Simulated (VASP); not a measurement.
The system is Pd.

```xyz
3
Lattice="1.4626 0.8444 7.0687 -1.4626 0.8444 7.0687 0.0000 -1.6889 7.0687" Properties=species:S:1:pos:R:3 pbc="T T T"
Pd    0.0000    0.0000    0.0000
Pd    0.0000    0.0000    4.7124
Pd    0.0000    0.0000   16.4937
```

- Program: VASP 6.6.1
- Task: relaxation of cell and atoms
- Functional: PBE
- Potentials or basis: VASP PAW PBE potentials, release 64 (Pd)
- Cutoff: 600 eV
- k mesh: 6 × 6 × 6
- Occupations: gaussian, width 0.1 eV
- Spin: no spin polarisation

At the start: pressure -15.6 GPa; volume 17.46 Å³/atom.

Question: Where does the relaxation end?

Answer: Over 6 steps the energy falls by 128.9 meV/atom and the volume is 15.25 Å³/atom (-12.7 %); space group R-3m (No. 166, to 0.05 Å).

The path:
| step | energy change (eV) | largest force (eV/Å) | pressure (GPa) | volume (Å³) |
| --- | --- | --- | --- | --- |
| 1 | 0.0000 | 0.0611 | -15.61 | 52.38 |
| 2 | 0.0439 | 0.0274 | 29.36 | 40.52 |
| 3 | -0.3769 | 0.0586 | -0.35 | 45.92 |
| 4 | -0.3771 | 0.0584 | 0.10 | 45.79 |
| 5 | -0.3848 | 0.0104 | 0.14 | 45.77 |
| 6 | -0.3866 | 0.0248 | 0.26 | 45.74 |

Final structure:
```
Pd
1.0
     1.38212    0.79797    6.91248
    -1.38212    0.79797    6.91248
     0.00000   -1.59594    6.91248
Pd
3
Direct
  0.00000 0.00000 0.00000
  0.22252 0.22252 0.22252
  0.77748 0.77748 0.77748
```

Caveat: the k points lie up to 0.44 Å⁻¹ apart in the final cell.
